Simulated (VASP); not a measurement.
NaCl: relaxation of cell and atoms with r2SCAN

The system is NaCl.

```xyz
2
Lattice="0.0000 2.8040 2.8040 2.8040 0.0000 2.8040 2.8040 2.8040 0.0000" Properties=species:S:1:pos:R:3 pbc="T T T"
Na    0.0000    0.0000    0.0000
Cl    2.8040    2.8040    2.8040
```

```json
{"Program": "VASP 6.6.1", "Task": "relaxation of cell and atoms", "Functional": "r2SCAN", "Potentials or basis": "VASP PAW PBE potentials, release 64 (Na_pv, Cl)", "Cutoff": "600 eV", "k mesh": "8 × 8 × 8", "Occupations": "gaussian, width 0.01 eV", "Spin": "no spin polarisation", "Dipole correction": "no", "Further INCAR settings": "ALGO = Normal; EDIFF = 1e-07; IBRION = 2; EDIFFG = -0.001; NSW = 80; ISIF = 3"}
```

* Relaxed volume: 21.88 Å³/atom
* Relaxed cell: a = 3.956 Å, b = 3.956 Å, c = 3.956 Å, α = 60.00°, β = 60.00°, γ = 60.00°
* Space group after relaxing (to 0.1 Å): Fm-3m (No. 225)
* Energy gained by relaxing: 0.2 meV/atom
* Ionic steps: 5
* Pressure after relaxing: 0.0 GPa
* Band gap on the k mesh: 6.02 eV

Step by step:
| step | energy change (eV) | largest force (eV/Å) | pressure (GPa) | volume (Å³) |
| --- | --- | --- | --- | --- |
| 1 | 0.0000 | 0.0000 | -0.21 | 44.09 |
| 2 | -0.0002 | 0.0000 | -0.09 | 43.90 |
| 3 | -0.0003 | 0.0000 | -0.07 | 43.86 |
| 4 | -0.0003 | 0.0000 | -0.01 | 43.78 |
| 5 | -0.0003 | 0.0000 | 0.00 | 43.77 |

Final structure:
```
CELL_PARAMETERS angstrom
0.00000 2.79705 2.79705
2.79705 0.00000 2.79705
2.79705 2.79705 0.00000
ATOMIC_POSITIONS crystal
Na 0.00000 0.00000 0.00000
Cl 0.50000 0.50000 0.50000
```

Levels at points of the mesh, in eV from the valence-band top:
| k point | band 4 | band 5 | band 6 | band 7 | band 8 | band 9 | band 10 | band 11 |
| --- | --- | --- | --- | --- | --- | --- | --- | --- |
| (0.00, 0.00, 0.00) | -13.28 | 0.00 | 0.00 | 0.00 | 6.02 | 11.78 | 11.78 | 11.78 |
| (0.50, 0.00, 0.00) | -12.91 | -2.00 | -0.29 | -0.29 | 7.99 | 11.82 | 11.83 | 11.83 |
| (0.50, 0.50, 0.00) | -12.86 | -1.75 | -0.63 | -0.63 | 8.52 | 8.59 | 12.39 | 16.15 |

Run time: 5.7 min on 1 thread of Intel(R) Xeon(R) Platinum 8259CL CPU @ 2.50GHz (Skylake/Cascade Lake), on a shared host, peak memory 0.18 GiB.

Caveat: the PAW data sets were made with another functional, which shifts forces and pressure a little. A k mesh can miss the band edges.
